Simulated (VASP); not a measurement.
Crystal: Mo.

```
CELL_PARAMETERS angstrom
2.73467 0.00000 0.00000
-1.36734 2.36830 0.00000
0.00000 0.00000 19.24593
ATOMIC_POSITIONS crystal
Mo 0.00000 0.00000 0.68750
Mo 0.33333 0.66667 0.81250
Mo 0.66667 0.33333 0.93750
Mo 0.33333 0.66667 0.06250
Mo 0.66667 0.33333 0.18750
Mo 0.00000 0.00000 0.31250
Mo 0.33333 0.66667 0.43750
Mo 0.66667 0.33333 0.56250
```

The cell was generated, and may not be a known phase.

| Quantity | Value |
| --- | --- |
| Program | VASP 6.6.1 |
| Task | relaxation of cell and atoms |
| Functional | PBE |
| Potentials or basis | VASP PAW PBE potentials, release 64 (Mo_sv) |
| Cutoff | 600 eV |
| k mesh | 6 × 6 × 1 |
| Occupations | gaussian, width 0.1 eV |
| Spin | no spin polarisation |

At the start: pressure 9.0 GPa; volume 15.58 Å³/atom.

Q: How do energy, volume and symmetry change on relaxing?

A: Over 6 steps the energy falls by 16.4 meV/atom and the volume is 16.11 Å³/atom (+3.4 %); space group P-3m1 (No. 164, to 0.1 Å) before and after.

The path:
| step | energy change (eV) | largest force (eV/Å) | pressure (GPa) | volume (Å³) |
| --- | --- | --- | --- | --- |
| 1 | 0.0000 | 0.1501 | 8.96 | 124.65 |
| 2 | 0.5972 | 0.0374 | -17.74 | 141.02 |
| 3 | -0.1261 | 0.0876 | -0.46 | 129.27 |
| 4 | -0.1263 | 0.0891 | -0.16 | 129.11 |
| 5 | -0.1305 | 0.0099 | -0.08 | 128.97 |
| 6 | -0.1312 | 0.0395 | -0.01 | 128.89 |

Final structure:
```xyz
8
Lattice="2.7784 0.0000 0.0000 -1.3892 2.4061 0.0000 0.0000 0.0000 19.2798" Properties=species:S:1:pos:R:3 pbc="T T T"
Mo   -1.3892    2.4061   13.2584
Mo    0.0000    1.6041   15.6625
Mo    1.3892    0.8021   18.0827
Mo    0.0000    1.6041    1.1971
Mo    1.3892    0.8021    3.6173
Mo    0.0000    0.0000    6.0214
Mo    0.0000    1.6041    8.4420
Mo    1.3892    0.8021   10.8379
```

Caveat: the k points lie up to 0.44 Å⁻¹ apart in the final cell, too coarse for converged energies and pressures of a metal.
